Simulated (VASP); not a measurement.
Wanted: the native input for a VASP 6.6.1 run.

```yaml
Task: single point
Functional: PBE
Potentials_or_basis: VASP PAW PBE potentials, release 64 (I)
Cutoff: 500 eV
k_mesh: 6 × 6 × 6
Occupations: fermi-dirac, width 0.02 eV
Spin: no spin polarisation
Dipole_correction: no
Further_INCAR_settings: ALGO = Normal; EDIFF = 1e-06; NBANDS = 14
```

The structure of I lies in POSCAR:

```
I
1.0
    0.0000000000      3.2978245363      3.2978245363
    3.2978245363      0.0000000000      3.2978245363
    3.2978245363      3.2978245363      0.0000000000
I
2
Direct
    1.0000000000      1.0000000000      1.0000000000
    0.2500000000      0.2500000000      0.2500000000
```

These files were run (other wordings do the same):

INCAR

```
SYSTEM = I
PREC     = Accurate       ! precision mode
ENCUT    = 500            ! plane-wave cutoff, eV
EDIFF    = 1E-6           ! SCF threshold, eV
ISMEAR   = -1             ! smearing method
SIGMA    = 0.02           ! smearing width, eV
LREAL    = .False.        ! projectors in reciprocal space
LASPH    = .True.         ! aspherical terms in the spheres
NELM     = 120            ! most SCF steps
ALGO     = Normal         ! electronic algorithm
ISIF     = 2              ! what is computed and relaxed
LWAVE    = .False.        ! write WAVECAR
LCHARG   = .False.        ! write CHGCAR
GGA      = PE             ! functional
NBANDS   = 14             ! bands
GGA_COMPAT= .False.
```

KPOINTS

```
regular mesh
0
Gamma
  6 6 6
  0 0 0
```

Potentials or basis: VASP PAW PBE potentials, release 64 (I).

Run with:

```bash
$ cat potpaw_PBE.64/I/POTCAR > POTCAR
$ mpirun -np 1 vasp_std > vasp.out
```

It gave:

```yaml
Pressure: 19.9 GPa
Band_gap_on_the_k_mesh: zero (bands 7 and 8 overlap by 3.19 eV)
```

Caveat: the cell stands under pressure; spin-orbit coupling is left out, which moves the levels of the heavy elements.

It took 7.9 s on 1 thread of Intel(R) Xeon(R) 6975P-C (Granite Rapids), on a shared host, peak memory 0.19 GiB.
